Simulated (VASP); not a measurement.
# Cu (Fm-3m) in VASP: a series of runs

The runs below take Cu through single point, relaxation of cell and atoms, with PBE.

Program: VASP 6.6.1. These are calculated values, not measurements. Logs are shortened: lines on timing, memory, paths and dates and some standing lists are left out, and cuts for length are marked.

### Step 1. The cell of the first run

The structure is cubic, space group Fm-3m (No. 225). The conventional cell has a = 3.630 Å, b = 3.630 Å, c = 3.630 Å, α = 90.00°, β = 90.00°, γ = 90.00°. Within 3.4 Å of Cu (site symmetry m-3m) lie 12 Cu at 2.57 Å.

### Step 2. Single point, PBE

Contents of INCAR:

```
  ALGO = Fast
  EDIFF = 1E-6
  ENCUT = 520
  GGA = PE
  ISIF = 2
  ISMEAR = 0
  LASPH = T
  LCHARG = F
  LREAL = F
  LWAVE = F
  NBANDS = 12
  NELM = 100
  PREC = Accurate
  SIGMA = 0.1
```

Contents of KPOINTS:

```
k-points
0
Gamma
  20 20 20
```

Contents of POSCAR:

```
Cu
1.0
    0.0000000000      1.8149014086      1.8149014086
    1.8149014086      0.0000000000      1.8149014086
    1.8149014086      1.8149014086      0.0000000000
Cu
1
Direct
    0.0000000000      0.0000000000      0.0000000000
```

Potentials or basis: VASP PAW PBE potentials, release 64 (Cu).

The run is started by

```
$ cat potpaw_PBE.64/Cu/POTCAR > POTCAR
$ mpirun -np 1 vasp_std > vasp.out
```

OUTCAR:

```text
EDIFF = 1E-6
   ENCUT = 520
   GGA = PE
   ISIF = 2
   ISMEAR = 0
   LASPH = T
   LREAL = F
   NELM = 100
   PREC = Accurate

 ion  position               nearest neighbor table
   1  0.000  0.000  0.000-

  LATTYP: Found a face centered cubic cell.
 ALAT       =     3.6298028172

  Lattice vectors:

 A1 = (   0.0000000000,   1.8149014086,   1.8149014086)
 A2 = (   1.8149014086,   0.0000000000,   1.8149014086)
 A3 = (   1.8149014086,   1.8149014086,   0.0000000000)

Analysis of symmetry for initial positions (statically):
=====================================================================
 Subroutine PRICEL returns:
 Original cell was already a primitive cell.

 Routine SETGRP: Setting up the symmetry group for a
 face centered cubic supercell.

 Subroutine GETGRP returns: Found 48 space group operations
 (whereof 48 operations were pure point group operations)
 out of a pool of 48 trial point group operations.

The static configuration has the point symmetry O_h .

Analysis of symmetry for dynamics (positions and initial velocities):
=====================================================================
 Subroutine PRICEL returns:
 Original cell was already a primitive cell.

 Routine SETGRP: Setting up the symmetry group for a
 face centered cubic supercell.

 Subroutine GETGRP returns: Found 48 space group operations
 (whereof 48 operations were pure point group operations)
 out of a pool of 48 trial point group operations.

The dynamic configuration has the point symmetry O_h .

 Subroutine INISYM returns: Found 48 space group operations
 (whereof 48 operations are pure point group operations),
 and found     1 'primitive' translations

----------------------------------------------------------------------------------------

                                     Primitive cell

  volume of cell :      11.9561

  direct lattice vectors                    reciprocal lattice vectors
     0.000000000  1.814901409  1.814901409    -0.275497059  0.275497059  0.275497059
     1.814901409  0.000000000  1.814901409     0.275497059 -0.275497059  0.275497059
     1.814901409  1.814901409  0.000000000     0.275497059  0.275497059 -0.275497059

  length of vectors
     2.566658186  2.566658186  2.566658186     0.477174903  0.477174903  0.477174903

  position of ions in fractional coordinates (direct lattice)
     0.000000000  0.000000000  0.000000000

  ion indices of the primitive-cell ions
   primitive index   ion index
                 1           1

----------------------------------------------------------------------------------------
[... 76 lines left out ...]
   ISIF   =      2    stress and relaxation
   ISYM   =      2    0-nonsym 1-usesym 2-fastsym
   POTIM  = 0.5000    time-step for ionic-motion
   TEBEG  =    0.0;   TEEND  =   0.0 temperature during run
   PSTRESS=    0.0 pullay stress
   NELECT =      11.0000    total number of electrons
   NUPDOWN=      -1.0000    fix difference up-down
   EMIN   =  10.00;   EMAX   =-10.00  energy-range for DOS
   EFERMI =   0.00;   METHOD = LEGACY
   ISMEAR =     0;   SIGMA  =   0.10  broadening in eV -4-tet -1-fermi 0-gaus
   EFERMI_NEDOS =   21; number of points for ismear=-14 and -15
   IALGO  =     68    algorithm
   IMIX   =      4    mixing-type and parameters
     AMIX     =   0.40;   BMIX     =  1.00
     AMIX_MAG =   1.60;   BMIX_MAG =  1.00
  volume/ion in A,a.u.               =      11.96        80.68
  Fermi-wavevector in a.u.,A,eV,Ry     =   1.592243  3.008903 34.494005  2.535238
  Thomas-Fermi vector in A             =   2.690658
   LORBIT       =      0    0 simple, 1 ext, 2 COOP (PROOUT), +10 PAW based schemes
   GGA     = PE    functional components
   LHFCALC =     F    Hartree Fock is set to
   AEXX    =    0.0000 exact exchange contribution
   IVDW    =     0    specifies the selected vdW correction
   LEPSILON=     F    determine dielectric tensor
   LRPA    =     F    only Hartree local field effects (RPA)
 non-spin polarized calculation
 RMM-DIIS sequential band-by-band and
 Gauss-broadening in eV      SIGMA  =   0.10
  energy-cutoff  :      520.00
  volume of cell :       11.96
 maximum number of plane-waves:       332
   NGX =  9   NGY =  9   NGZ =  9

 number of electron      10.9999997 magnetization

 Free energy of the ion-electron system (eV)
  ---------------------------------------------------
  ext. energy  EPLUGINS =         0.00000000
  ---------------------------------------------------
  free energy    TOTEN  =        -3.72940435 eV

  energy without entropy =       -3.72807086  energy(sigma->0) =       -3.72873761

 E-fermi :   7.4079     XC(G=0): -12.6547

 val. band max:        7.3890635972   @ k =   0.5000   0.2500   0.1000
 cond. band min:       7.4548187355   @ k =   0.5000   0.3500   0.1500
 fundamental gap:      0.0657551383
 Fermi energy:         7.4079240748

 k-point     1 :       0.0000    0.0000    0.0000
  band No.  band energies     occupation
      1      -1.8237      2.00000
      2       4.4462      2.00000
      3       4.4462      2.00000
      4       4.4462      2.00000
      5       5.2527      2.00000
      6       5.2527      2.00000
      7      29.9303      0.00000
      8      32.4797      0.00000
      9      32.4797      0.00000
     10      32.4797      0.00000
     11      34.9626      0.00000
     12      34.9626      0.00000
[... 331 lines left out ...]
 k-point    24 :      -0.3500    0.0500    0.0000
  band No.  band energies     occupation
      1       1.9652      2.00000
      2       4.4722      2.00000
      3       4.5113      2.00000
      4       4.6474      2.00000
      5       5.5626      2.00000
      6       5.8413      2.00000
      7      14.6436      0.00000
      8      27.0871      0.00000
      9      29.4841      0.00000
     10      30.3936      0.00000
     11      32.7250      0.00000
     12      34.4461      0.00000

 [... further k-points ...]
[... 5 lines left out ...]
  --------------------------------------------------------------------------------------
  -------------------------------------------------------------------------------------
  Total        0.0392216      0.0392216      0.0392216      0.0000000     -0.0000000      0.0000000
  in kB        5.2558998      5.2558998      5.2558998      0.0000000     -0.0000000      0.0000000
  external PRESSURE =       5.2558998 kB  Pullay stress =       0.0000000 kB

 VOLUME and BASIS-vectors are now :
 -----------------------------------------------------------------------------
  energy-cutoff  :      520.00
  volume of cell :       11.96
      direct lattice vectors                 reciprocal lattice vectors
     0.000000000  1.814901409  1.814901409    -0.275497059  0.275497059  0.275497059
     1.814901409  0.000000000  1.814901409     0.275497059 -0.275497059  0.275497059
     1.814901409  1.814901409  0.000000000     0.275497059  0.275497059 -0.275497059

 POSITION                                       TOTAL-FORCE (eV/Angst)
 -----------------------------------------------------------------------------------
      0.00000      0.00000      0.00000        -0.000000     -0.000000      0.000000
 -----------------------------------------------------------------------------------
    total drift:                                0.000000      0.000000      0.000000

  FREE ENERGIE OF THE ION-ELECTRON SYSTEM (eV)
  ---------------------------------------------------
  free  energy   TOTEN  =        -3.7294043498 eV

  energy  without entropy=       -3.7280708618  energy(sigma->0) =       -3.72873761
```

stdout:

```text
POSCAR found type information on POSCAR Cu
 POSCAR found :  1 types and       1 ions
 scaLAPACK will be used
 LDA part: xc-table for (Slater+PW92), standard interpolation
 POSCAR, INCAR and KPOINTS ok, starting setup
 FFT: planning ... GRIDC
 FFT: planning ... GRID_SOFT
 FFT: planning ... GRID
 WAVECAR not read
 entering main loop
WARNING in EDDRMM: call to ZHEGV failed, returncode =   6  3     10
```

Run time: 21 s. Hardware: 1 thread of Intel Xeon Platinum 8488C (Sapphire Rapids), shared host; peak memory 0.15 GiB.

Results:

```
Free energy            : -3.7294 eV
Pressure               : 0.5 GPa
Band gap on the k mesh : zero (an odd number of electrons rules out a gap without spin polarisation)
```

Levels at points of the mesh, in eV from the Fermi level:
```tsv
k point	band 4	band 5	band 6	band 7	band 8	band 9
(0.00, 0.00, 0.00)	-2.96	-2.16	-2.16	22.52	25.07	25.07
(0.50, 0.00, 0.00)	-1.60	-1.60	-0.94	3.72	21.02	21.91
(0.50, 0.50, 0.00)	-1.46	-1.46	1.53	7.06	13.01	13.01
```

### Step 3. Relaxation of cell and atoms, PBE

This run uses another cell than the first one, of 11.45 Å³/atom.

Contents of INCAR:

```
SYSTEM = Cu
PREC     = Accurate       ! precision mode
ENCUT    = 600            ! plane-wave cutoff, eV
EDIFF    = 1E-6           ! SCF threshold, eV
ISMEAR   = 0              ! smearing method
SIGMA    = 0.1            ! smearing width, eV
LREAL    = .False.        ! projectors in reciprocal space
LASPH    = .True.         ! aspherical terms in the spheres
NELM     = 80             ! most SCF steps
ALGO     = Normal         ! electronic algorithm
ISIF     = 3              ! what is computed and relaxed
LWAVE    = .False.        ! write WAVECAR
LCHARG   = .False.        ! write CHGCAR
GGA      = PE             ! functional
IBRION   = 2              ! ionic algorithm
NSW      = 100            ! ionic steps
EDIFFG   = -0.005         ! ionic threshold
```

Contents of KPOINTS:

```
Automatic mesh
0
Gamma
  20 20 20
  0 0 0
```

Contents of POSCAR:

```
Cu
1.0
    0.0000000000      1.7887153400      1.7887153400
    1.7887153400      0.0000000000      1.7887153400
    1.7887153400      1.7887153400      0.0000000000
Cu
1
Direct
    0.0000000000      0.0000000000      0.0000000000
```

Potentials or basis: VASP PAW PBE potentials, release 64 (Cu).

The run is started by

```
$ cat potpaw_PBE.64/Cu/POTCAR > POTCAR
$ mpirun -np 1 vasp_std > vasp.out
```

Wall time 31 s (1 thread of Intel Xeon Platinum 8488C (Sapphire Rapids), shared host); peak memory 0.16 GiB.

It converged, with:

| Property | Result |
| --- | --- |
| Free energy | -3.7295 eV |
| Relaxed volume | 12.01 Å³/atom |
| Relaxed cell | a = 2.570 Å, b = 2.570 Å, c = 2.570 Å, α = 60.00°, β = 60.00°, γ = 60.00° |
| Space group after relaxing (to 0.1 Å) | Fm-3m (No. 225) |
| Energy gained by relaxing | 12.4 meV/atom |
| Ionic steps | 3 |
| Pressure after relaxing | 0.0 GPa |
| Band gap on the k mesh | zero (an odd number of electrons rules out a gap without spin polarisation) |

The path:
| step | energy change (eV) | largest force (eV/Å) | pressure (GPa) | volume (Å³) |
| --- | --- | --- | --- | --- |
| 1 | 0.0000 | 0.0000 | 7.44 | 11.45 |
| 2 | -0.0085 | 0.0000 | -3.57 | 12.35 |
| 3 | -0.0124 | 0.0000 | 0.02 | 12.01 |

Final structure:
```cif
data_structure
_symmetry_space_group_name_H-M 'P 1'
_symmetry_Int_Tables_number 1
_cell_length_a 2.5703
_cell_length_b 2.5703
_cell_length_c 2.5703
_cell_angle_alpha 60.000
_cell_angle_beta 60.000
_cell_angle_gamma 60.000
_cell_volume 12.01
loop_
_atom_site_label
_atom_site_type_symbol
_atom_site_fract_x
_atom_site_fract_y
_atom_site_fract_z
_atom_site_occupancy
Cu1 Cu 0.00000 0.00000 0.00000 1
```

Levels at points of the mesh, in eV from the Fermi level:
| k point | band 3 | band 4 | band 5 | band 6 | band 7 | band 8 | band 9 |
| --- | --- | --- | --- | --- | --- | --- | --- |
| (0.00, 0.00, 0.00) | -2.95 | -2.95 | -2.15 | -2.15 | 22.49 | 25.00 | 25.00 |
| (0.50, 0.00, 0.00) | -2.98 | -1.59 | -1.59 | -0.93 | 3.70 | 20.99 | 21.84 |
| (0.50, 0.50, 0.00) | -1.61 | -1.45 | -1.45 | 1.54 | 7.03 | 12.98 | 12.98 |

### Step 4. Single point, PBE

This run uses another cell than the first one: it holds 27 atoms, not 1.

Contents of INCAR:

```
SYSTEM = Cu
PREC     = Accurate       ! precision mode
ENCUT    = 520            ! plane-wave cutoff, eV
EDIFF    = 1E-7           ! SCF threshold, eV
ISMEAR   = 0              ! smearing method
SIGMA    = 0.1            ! smearing width, eV
LREAL    = Auto         
LASPH    = .True.         ! aspherical terms in the spheres
NELM     = 60             ! most SCF steps
ALGO     = Fast           ! electronic algorithm
ISIF     = 2              ! what is computed and relaxed
LWAVE    = .False.        ! write WAVECAR
LCHARG   = .False.        ! write CHGCAR
GGA      = PE             ! functional
NBANDS   = 168            ! bands
```

Contents of KPOINTS:

```
Automatic mesh
0
Gamma
  4 4 4
  0 0 0
```

Contents of POSCAR:

```
Cu
1.0
   -5.4447042257      0.0000000000      5.4447042257
   -5.4447042257     -5.4447042257      0.0000000000
    0.0000000000     -5.4447042257      5.4447042257
Cu
27
Direct
    0.0000000000      0.6666666667      0.0000000000
    0.0000000000      0.3333333333      0.0000000000
    0.0000000000      0.0000000000      0.0000000000
    0.0000000000      0.6666666667      0.3333333333
    0.0000000000      0.3333333333      0.3333333333
    0.0000000000      0.0000000000      0.3333333333
    0.0000000000      0.6666666667      0.6666666667
    0.0000000000      0.3333333333      0.6666666667
    0.0000000000      0.0000000000      0.6666666667
    0.3333333333      0.6666666667      0.0000000000
    0.3333333333      0.3333333333      0.0000000000
    0.3333333333      0.0000000000      0.0000000000
    0.3333333333      0.6666666667      0.3333333333
    0.3333333333      0.3333333333      0.3333333333
    0.3333333333      0.0000000000      0.3333333333
    0.3333333333      0.6666666667      0.6666666667
    0.3333333333      0.3333333333      0.6666666667
    0.3333333333      1.0000000000      0.6666666667
    0.6666666667      0.6666666667      0.0000000000
    0.6666666667      0.3333333333      0.0000000000
    0.6666666667      0.0000000000      0.0000000000
    0.6666666667      0.6666666667      0.3333333333
    0.6666666667      0.3333333333      0.3333333333
    0.6666666667      1.0000000000      0.3333333333
    0.6666666667      0.6666666667      0.6666666667
    0.6666666667      0.3333333333      0.6666666667
    0.6666666667      0.0000000000      0.6666666667
```

Potentials or basis: VASP PAW PBE potentials, release 64 (Cu).

The run is started by

```
$ cat potpaw_PBE.64/Cu/POTCAR > POTCAR
$ mpirun -np 1 vasp_std > vasp.out
```

OUTCAR:

```text
SYSTEM = Cu
   PREC = Accurate
   ENCUT = 520
   EDIFF = 1E-7
   ISMEAR = 0
   LREAL = Auto
   LASPH = .True.
   NELM = 60
   ISIF = 2
   GGA = PE

 ion  position               nearest neighbor table
   1  0.000  0.667  0.000-   3 2.57   4 2.57   7 2.57   9 2.57  10 2.57  16 2.57  19 2.57  21 2.57
                            22 2.57   5 2.57  11 2.57   2 2.57
   2  0.000  0.333  0.000-   3 2.57   5 2.57   6 2.57   8 2.57  11 2.57  12 2.57  17 2.57  20 2.57
                            23 2.57   7 2.57  19 2.57   1 2.57
   3  0.000  0.000  0.000-   1 2.57   2 2.57   4 2.57   6 2.57   8 2.57   9 2.57  10 2.57  12 2.57
                            18 2.57  20 2.57  21 2.57  24 2.57
   4  0.000  0.667  0.333-   1 2.57   3 2.57   6 2.57  10 2.57  13 2.57  22 2.57  24 2.57  14 2.57
                            25 2.57   5 2.57   7 2.57   8 2.57
   5  0.000  0.333  0.333-   2 2.57   6 2.57  11 2.57  14 2.57  15 2.57  23 2.57   1 2.57  22 2.57
                             9 2.57  26 2.57   8 2.57   4 2.57
   6  0.000  0.000  0.333-   2 2.57   3 2.57   4 2.57   5 2.57  12 2.57  13 2.57  15 2.57  23 2.57
                            24 2.57   7 2.57  27 2.57   9 2.57
   7  0.000  0.667  0.667-   1 2.57   9 2.57  16 2.57  19 2.57  25 2.57  27 2.57  17 2.57   2 2.57
                            13 2.57   6 2.57   8 2.57   4 2.57
   8  0.000  0.333  0.667-   2 2.57   3 2.57   9 2.57  17 2.57  18 2.57  20 2.57  26 2.57  25 2.57
                            14 2.57   5 2.57   7 2.57   4 2.57
[... 1535 lines left out ...]
 [bands above 160 left out]

------------------------ aborting loop because EDIFF is reached ----------------------------------------

  FORCE on cell =-STRESS in cart. coord.  units (eV):
  Direction    XX          YY          ZZ          XY          YZ          ZX
  --------------------------------------------------------------------------------------
  -------------------------------------------------------------------------------------
  Total        0.8168893      0.8168893      0.8168893     -0.0000000      0.0000000     -0.0000000
  in kB        4.0543473      4.0543473      4.0543473     -0.0000000      0.0000000     -0.0000000
  external PRESSURE =       4.0543473 kB  Pullay stress =       0.0000000 kB

 VOLUME and BASIS-vectors are now :
 -----------------------------------------------------------------------------
  energy-cutoff  :      520.00
  volume of cell :      322.81
      direct lattice vectors                 reciprocal lattice vectors
    -5.444704226  0.000000000  5.444704226    -0.091832353  0.091832353  0.091832353
    -5.444704226 -5.444704226  0.000000000    -0.091832353 -0.091832353 -0.091832353
     0.000000000 -5.444704226  5.444704226     0.091832353 -0.091832353  0.091832353

 POSITION                                       TOTAL-FORCE (eV/Angst)
 -----------------------------------------------------------------------------------
     -3.62980     -3.62980      0.00000        -0.000000      0.000000      0.000000
     -1.81490     -1.81490      0.00000         0.000000      0.000000      0.000000
      0.00000      0.00000      0.00000         0.000000      0.000000     -0.000000
     -3.62980     -5.44470      1.81490        -0.000000     -0.000000      0.000000
     -1.81490     -3.62980      1.81490         0.000000     -0.000000      0.000000
      0.00000     -1.81490      1.81490         0.000000      0.000000      0.000000
[... 19 lines left out ...]
     -5.44470     -5.44470      7.25961        -0.000000     -0.000000      0.000000
     -3.62980     -3.62980      7.25961         0.000000      0.000000     -0.000000
 -----------------------------------------------------------------------------------
    total drift:                               -0.000000     -0.000000      0.000000

  FREE ENERGIE OF THE ION-ELECTRON SYSTEM (eV)
  ---------------------------------------------------
  free  energy   TOTEN  =      -100.5817193754 eV

  energy  without entropy=     -100.5443994381  energy(sigma->0) =     -100.56305941
```

Wall time 14 min (1 thread of Intel Xeon Platinum 8488C (Sapphire Rapids), shared host); peak memory 0.66 GiB.

What came out:

- Free energy: -100.5817 eV
- Pressure: 0.4 GPa
- Band gap on the k mesh: zero (an odd number of electrons rules out a gap without spin polarisation)

### Step 5. Summary

| task | cell | k mesh | cutoff (eV) | gap on the mesh (eV) | pressure (GPa) |
| --- | --- | --- | --- | --- | --- |
| single point | a = 2.567 Å, angles 60.0°, 1 atom, atomic positions A | 20 × 20 × 20 | 520 | none | 0.5 |
| relaxation of cell and atoms | relaxed from a = 2.530 Å, angles 60.0°, 1 atom, atomic positions A | 20 × 20 × 20 | 600 | none | 0.0 |
| single point | a = 7.700 Å, angles 60.0°, 27 atoms, atomic positions B | 4 × 4 × 4 | 520 | none | 0.4 |

Alike in all rows: level PBE; potentials or basis VASP PAW PBE potentials, release 64 (Cu); no spin polarisation; smearing gaussian 0.1 eV.

Total energies depend on the potentials used, so only differences within one code and one set of settings carry meaning.
